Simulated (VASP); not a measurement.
Input of a VASP 6.6.1 run:

INCAR

```
PREC     = Accurate       # precision mode
ENCUT    = 520            # plane-wave cutoff, eV
EDIFF    = 1E-7           # SCF threshold, eV
ISMEAR   = 0              # smearing method
SIGMA    = 0.1            # smearing width, eV
LREAL    = F              # projectors in reciprocal space
LASPH    = T              # aspherical terms in the spheres
NELM     = 100            # most SCF steps
ALGO     = Normal         # electronic algorithm
ISIF     = 2              # what is computed and relaxed
LWAVE    = F              # write WAVECAR
LCHARG   = T              # write CHGCAR
GGA      = PS             # functional
LELF     = T              # ELF
LVHAR    = T            
NBANDS   = 48             # bands
```

File KPOINTS:

```
Automatic mesh
0
Gamma
  3 3 3
```

File POSCAR:

```
S
1.0
    3.9123839240      2.2588159117      6.6721880022
   -3.9123839240      2.2588159117      6.6721880022
    0.0000000000     -4.5176318232      6.6721880022
S
12
Direct
    0.0101900000      0.6536100000      0.0101900000
    0.0101900000      0.0101900000      0.6536100000
    0.6536100000      0.0101900000      0.0101900000
    0.9898100000      0.3463900000      0.9898100000
    0.3463900000      0.9898100000      0.9898100000
    0.9898100000      0.9898100000      0.3463900000
    0.2211800000      0.6306000000      0.2211800000
    0.2211800000      0.2211800000      0.6306000000
    0.6306000000      0.2211800000      0.2211800000
    0.7788200000      0.3694000000      0.7788200000
    0.3694000000      0.7788200000      0.7788200000
    0.7788200000      0.7788200000      0.3694000000
```

Potentials or basis: VASP PAW PBE potentials, release 64 (S).

Launch:

```bash
$ cat potpaw_PBE.64/S/POTCAR > POTCAR
$ mpirun -np 1 vasp_std > vasp.out
```

Task: Estimate the largest force.

Result: 1.346 eV/Å.

Task: Estimate the pressure.

Result: -8.9 GPa.

Stress tensor (GPa, compression positive):
```
-8.71  0.00  0.00
 0.00 -8.71  0.00
 0.00  0.00 -9.21
```

Caveat: the PAW data sets were made with another functional, which shifts forces and pressure a little.
